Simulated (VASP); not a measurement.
# NaI (Fm-3m) in VASP: further runs

NaI is run at these levels: LDA, r2SCAN; tasks: single point.

Everything below comes from runs of VASP 6.6.1. Logs are shortened: lines on timing, memory, paths and dates and some standing lists are left out, and cuts for length are marked.

**1. The cell of the first run**

Symmetry: Fm-3m, No. 225, cubic system. The conventional cell has a = 6.600 Å, b = 6.600 Å, c = 6.600 Å, α = 90.00°, β = 90.00°, γ = 90.00°. I (site symmetry m-3m) has 6 Na at 3.30 Å within 4.3 Å. Na (site symmetry m-3m) has 6 I at 3.30 Å within 4.3 Å.

**2. Single point, LDA**

Contents of INCAR:

```
SYSTEM = NaI
PREC = Accurate ; ENCUT = 520
EDIFF = 1E-6 ; ISMEAR = -1
SIGMA = 0.05 ; LREAL = .FALSE.
LASPH = .TRUE. ; NELM = 60
ALGO = Normal ; ISIF = 2
LWAVE = .FALSE. ; LCHARG = .TRUE.
LELF = .TRUE. ; LVHAR = .TRUE.
NBANDS = 14
```

Contents of KPOINTS:

```
Automatic mesh
0
G
  7 7 7
  0 0 0
```

Contents of POSCAR:

```
NaI
1.0
    0.0000000000      3.2998749385      3.2998749385
    3.2998749385      0.0000000000      3.2998749385
    3.2998749385      3.2998749385      0.0000000000
I Na
1 1
Direct
    0.5000000000      0.5000000000      0.5000000000
    0.0000000000      0.0000000000      0.0000000000
```

Potentials or basis: VASP PAW LDA potentials, release 64 (I, Na_pv).

Command:

```sh
> cat potpaw_LDA.64/I/POTCAR potpaw_LDA.64/Na_pv/POTCAR > POTCAR
> mpirun -np 1 vasp_std > vasp.out
```

OUTCAR:

```text
SYSTEM = NaI
   PREC = Accurate
   ENCUT = 520
   EDIFF = 1E-6
   ISMEAR = -1
   LREAL = .FALSE.
   LASPH = .TRUE.
   NELM = 60
   ISIF = 2

 ion  position               nearest neighbor table
   1  0.500  0.500  0.500-
   2  0.000  0.000  0.000-

  LATTYP: Found a face centered cubic cell.
 ALAT       =     6.5997498770

  Lattice vectors:

 A1 = (   0.0000000000,   3.2998749385,   3.2998749385)
 A2 = (   3.2998749385,   0.0000000000,   3.2998749385)
 A3 = (   3.2998749385,   3.2998749385,   0.0000000000)

Analysis of symmetry for initial positions (statically):
=====================================================================
 Subroutine PRICEL returns:
 Original cell was already a primitive cell.

 Routine SETGRP: Setting up the symmetry group for a
 face centered cubic supercell.

 Subroutine GETGRP returns: Found 48 space group operations
 (whereof 48 operations were pure point group operations)
 out of a pool of 48 trial point group operations.

The static configuration has the point symmetry O_h .

Analysis of symmetry for dynamics (positions and initial velocities):
=====================================================================
 Subroutine PRICEL returns:
 Original cell was already a primitive cell.

 Routine SETGRP: Setting up the symmetry group for a
 face centered cubic supercell.

 Subroutine GETGRP returns: Found 48 space group operations
 (whereof 48 operations were pure point group operations)
 out of a pool of 48 trial point group operations.

The dynamic configuration has the point symmetry O_h .

 Subroutine INISYM returns: Found 48 space group operations
 (whereof 48 operations are pure point group operations),
 and found     1 'primitive' translations

----------------------------------------------------------------------------------------

                                     Primitive cell

  volume of cell :      71.8658

  direct lattice vectors                    reciprocal lattice vectors
     0.000000000  3.299874938  3.299874938    -0.151520894  0.151520894  0.151520894
     3.299874938  0.000000000  3.299874938     0.151520894 -0.151520894  0.151520894
     3.299874938  3.299874938  0.000000000     0.151520894  0.151520894 -0.151520894

  length of vectors
     4.666727892  4.666727892  4.666727892     0.262441886  0.262441886  0.262441886

  position of ions in fractional coordinates (direct lattice)
     0.500000000  0.500000000  0.500000000
     0.000000000  0.000000000  0.000000000

  ion indices of the primitive-cell ions
   primitive index   ion index
                 1           1
                 2           2

----------------------------------------------------------------------------------------

 KPOINTS: Automatic mesh

Automatic generation of k-mesh.
 Grid dimensions read from file:
 generate k-points for:    7    7    7

 Generating k-lattice:

  Cartesian coordinates                     Fractional coordinates (reciprocal lattice)
    -0.021645842  0.021645842  0.021645842     0.142857143  0.000000000  0.000000000
     0.021645842 -0.021645842  0.021645842     0.000000000  0.142857143  0.000000000
     0.021645842  0.021645842 -0.021645842     0.000000000  0.000000000  0.142857143

  Length of vectors
     0.037491698  0.037491698  0.037491698

  Shift w.r.t. Gamma in fractional coordinates (k-lattice)
     0.000000000  0.000000000  0.000000000

 Subroutine IBZKPT returns following result:
 ===========================================

 Found     20 irreducible k-points:

 Following reciprocal coordinates:
            Coordinates               Weight
  0.000000  0.000000  0.000000      1.000000
  0.142857  0.000000  0.000000      8.000000
  0.285714  0.000000  0.000000      8.000000
  0.428571  0.000000  0.000000      8.000000
  0.142857  0.142857  0.000000      6.000000
  0.285714  0.142857  0.000000     24.000000
[... 12 lines left out ...]
 -0.428571  0.428571  0.142857     24.000000
 -0.285714  0.428571  0.142857     24.000000
   k-points           NKPTS =     20   k-points in BZ     NKDIM =     20   number of bands    NBANDS=     14
   number of dos      NEDOS =    301   number of ions     NIONS =      2
   total plane-waves  NPLWV =  46656
   dimension x,y,z NGX =    36 NGY =   36 NGZ =   36
   dimension x,y,z NGXF=    72 NGYF=   72 NGZF=   72
   ions per type =               1   1
   NGX,Y,Z   is equivalent  to a cutoff of  12.82, 12.82, 12.82 a.u.
   NGXF,Y,Z  is equivalent  to a cutoff of  25.65, 25.65, 25.65 a.u.
 SYSTEM =  NaI
   PREC   = accura    normal or accurate (medium, high low for compatibility)
   ISTART =      0    job   : 0-new  1-cont  2-samecut
   ICHARG =      2    charge: 1-file 2-atom 10-const
   ISPIN  =      1    spin polarized calculation?
   LNONCOLLINEAR =      F non collinear calculations
   LSORBIT =      F    spin-orbit coupling
   LASPH  =      T    aspherical Exc in radial PAW
   ENCUT  =  520.0 eV  38.22 Ry    6.18 a.u.   8.68  8.68  8.68*2*pi/ulx,y,z
   NELM   =     60;   NELMIN=  2; NELMDL= -5     # of ELM steps
   EDIFF  = 0.1E-05   stopping-criterion for ELM
   LREAL  =      F    real-space projection
   EDIFFG = 0.1E-04   stopping-criterion for IOM
   NSW    =      0    number of steps for IOM
   IBRION =     -1    ionic relax: 0-MD 1-quasi-New 2-CG
   NFREE  =      0    steps in history (QN), initial steepest desc. (CG)
   ISIF   =      2    stress and relaxation
   ISYM   =      2    0-nonsym 1-usesym 2-fastsym
   POTIM  = 0.5000    time-step for ionic-motion
   TEBEG  =    0.0;   TEEND  =   0.0 temperature during run
   PSTRESS=    0.0 pullay stress
   NELECT =      14.0000    total number of electrons
   NUPDOWN=      -1.0000    fix difference up-down
   EMIN   =  10.00;   EMAX   =-10.00  energy-range for DOS
   EFERMI =   0.00;   METHOD = LEGACY
   ISMEAR =    -1;   SIGMA  =   0.05  broadening in eV -4-tet -1-fermi 0-gaus
   EFERMI_NEDOS =   21; number of points for ismear=-14 and -15
   IALGO  =     38    algorithm
   IMIX   =      4    mixing-type and parameters
     AMIX     =   0.40;   BMIX     =  1.00
     AMIX_MAG =   1.60;   BMIX_MAG =  1.00
  volume/ion in A,a.u.               =      35.93       242.49
  Fermi-wavevector in a.u.,A,eV,Ry     =   0.949023  1.793393 12.254012  0.900644
  Thomas-Fermi vector in A             =   2.077267
   LORBIT       =      0    0 simple, 1 ext, 2 COOP (PROOUT), +10 PAW based schemes
   GGA     = CA    functional components
   LHFCALC =     F    Hartree Fock is set to
   AEXX    =    0.0000 exact exchange contribution
   IVDW    =     0    specifies the selected vdW correction
   LEPSILON=     F    determine dielectric tensor
   LRPA    =     F    only Hartree local field effects (RPA)
 non-spin polarized calculation
  energy-cutoff  :      520.00
  volume of cell :       71.87
 maximum number of plane-waves:      1948
   NGX = 17   NGY = 17   NGZ = 17

 number of electron      13.9999994 magnetization

 Free energy of the ion-electron system (eV)
  ---------------------------------------------------
  ext. energy  EPLUGINS =         0.00000000
  ---------------------------------------------------
  free energy    TOTEN  =        -5.93242913 eV

  energy without entropy =       -5.93242913  energy(sigma->0) =       -5.93242913

 E-fermi :   1.3152     XC(G=0):  -7.8696

 val. band max:        0.2270649918   @ k =   0.0000   0.0000   0.0000
 cond. band min:       3.4289608829   @ k =   0.0000   0.0000   0.0000
 fundamental gap:      3.2018958911
 Fermi energy:         1.3152411026

 k-point     1 :       0.0000    0.0000    0.0000
  band No.  band energies     occupation
      1     -22.2315      2.00000
      2     -22.2315      2.00000
      3     -22.2315      2.00000
      4     -10.7167      2.00000
      5       0.2271      2.00000
      6       0.2271      2.00000
      7       0.2271      2.00000
      8       3.4290      0.00000
      9       8.0138      0.00000
     10       8.0138      0.00000
     11       8.0138      0.00000
     12       9.7930      0.00000
     13       9.7930      0.00000
     14      10.3620      0.00000

 k-point     2 :       0.1429    0.0000    0.0000
  band No.  band energies     occupation
      1     -22.2323      2.00000
      2     -22.2316      2.00000
      3     -22.2316      2.00000
      4     -10.6695      2.00000
      5      -0.3242      2.00000
      6       0.1760      2.00000
      7       0.1760      2.00000
      8       4.0653      0.00000
      9       7.5528      0.00000
     10       8.1659      0.00000
     11       8.1659      0.00000
     12       9.2606      0.00000
     13       9.2606      0.00000
     14      10.6539      0.00000

 k-point     3 :       0.2857    0.0000    0.0000
  band No.  band energies     occupation
      1     -22.2340      2.00000
      2     -22.2317      2.00000
      3     -22.2317      2.00000
      4     -10.5592      2.00000
      5      -1.1991      2.00000
      6       0.0673      2.00000
      7       0.0673      2.00000
      8       4.8934      0.00000
      9       7.5204      0.00000
     10       7.8594      0.00000
     11       7.8594      0.00000
     12       9.8060      0.00000
     13       9.8060      0.00000
     14      10.0500      0.00000

 k-point     4 :       0.4286    0.0000    0.0000
  band No.  band energies     occupation
      1     -22.2354      2.00000
      2     -22.2318      2.00000
      3     -22.2318      2.00000
      4     -10.4659      2.00000
      5      -1.7462      2.00000
      6      -0.0145      2.00000
      7      -0.0145      2.00000
      8       5.0622      0.00000
      9       7.4970      0.00000
     10       7.4970      0.00000
     11       8.1791      0.00000
     12      10.0127      0.00000
     13      11.3671      0.00000
     14      11.3671      0.00000

 k-point     5 :       0.1429    0.1429    0.0000
  band No.  band energies     occupation
      1     -22.2322      2.00000
      2     -22.2318      2.00000
      3     -22.2318      2.00000
      4     -10.6545      2.00000
      5      -0.3296      2.00000
      6       0.0787      2.00000
      7       0.0787      2.00000
      8       4.2765      0.00000
      9       7.2129      0.00000
     10       8.2613      0.00000
     11       8.4199      0.00000
[... 208 lines left out ...]
 k-point    18 :      -0.4286    0.2857    0.1429
  band No.  band energies     occupation
      1     -22.2346      2.00000
      2     -22.2330      2.00000
      3     -22.2322      2.00000
      4     -10.4181      2.00000
      5      -1.4562      2.00000
      6      -0.6954      2.00000
      7      -0.2533      2.00000
      8       6.0140      0.00000
      9       6.4056      0.00000
     10       7.5962      0.00000
     11       8.4827      0.00000
     12      10.3506      0.00000
     13      11.2777      0.00000
     14      12.4632      0.00000

 k-point    19 :      -0.4286    0.4286    0.1429
  band No.  band energies     occupation
      1     -22.2344      2.00000
      2     -22.2331      2.00000
      3     -22.2328      2.00000
      4     -10.3950      2.00000
      5      -1.3859      2.00000
      6      -0.6858      2.00000
      7      -0.5011      2.00000
      8       5.1896      0.00000
      9       6.3976      0.00000
     10       8.0045      0.00000
     11       9.2214      0.00000
     12      10.8193      0.00000
     13      11.8843      0.00000
     14      12.8763      0.00000

 k-point    20 :      -0.2857    0.4286    0.1429
  band No.  band energies     occupation
      1     -22.2339      2.00000
      2     -22.2339      2.00000
      3     -22.2327      2.00000
      4     -10.3852      2.00000
      5      -1.1534      2.00000
      6      -1.1014      2.00000
      7      -0.4715      2.00000
      8       5.6356      0.00000
      9       6.9651      0.00000
     10       7.8562      0.00000
     11       8.1793      0.00000
     12      10.6776      0.00000
     13      11.4135      0.00000
     14      13.2752      0.00000

------------------------ aborting loop because EDIFF is reached ----------------------------------------

  FORCE on cell =-STRESS in cart. coord.  units (eV):
  Direction    XX          YY          ZZ          XY          YZ          ZX
  --------------------------------------------------------------------------------------
  -------------------------------------------------------------------------------------
  Total       -1.0019385     -1.0019385     -1.0019385      0.0000000      0.0000000      0.0000000
  in kB      -22.3372256    -22.3372256    -22.3372256      0.0000000      0.0000000      0.0000000
  external PRESSURE =     -22.3372256 kB  Pullay stress =       0.0000000 kB

 VOLUME and BASIS-vectors are now :
 -----------------------------------------------------------------------------
  energy-cutoff  :      520.00
  volume of cell :       71.87
      direct lattice vectors                 reciprocal lattice vectors
     0.000000000  3.299874938  3.299874938    -0.151520894  0.151520894  0.151520894
     3.299874938  0.000000000  3.299874938     0.151520894 -0.151520894  0.151520894
     3.299874938  3.299874938  0.000000000     0.151520894  0.151520894 -0.151520894

 POSITION                                       TOTAL-FORCE (eV/Angst)
 -----------------------------------------------------------------------------------
      3.29987      3.29987      3.29987        -0.000000      0.000000      0.000000
      0.00000      0.00000      0.00000         0.000000     -0.000000     -0.000000
 -----------------------------------------------------------------------------------
    total drift:                                0.000000      0.000000      0.000000

  FREE ENERGIE OF THE ION-ELECTRON SYSTEM (eV)
  ---------------------------------------------------
  free  energy   TOTEN  =        -5.9324291283 eV

  energy  without entropy=       -5.9324291282  energy(sigma->0) =       -5.93242913
```

It took 9.4 s on 1 thread of AMD EPYC 9R45 (Zen 5), shared host; peak memory 0.15 GiB.

What came out:

| Property | Result |
| --- | --- |
| Free energy | -5.9324 eV |
| Pressure | -2.2 GPa |
| Band gap on the k mesh | 3.20 eV, direct |

Caveat: spin-orbit coupling is left out, which moves the levels of the heavy elements.

(Part 1 of 2 ends here.)
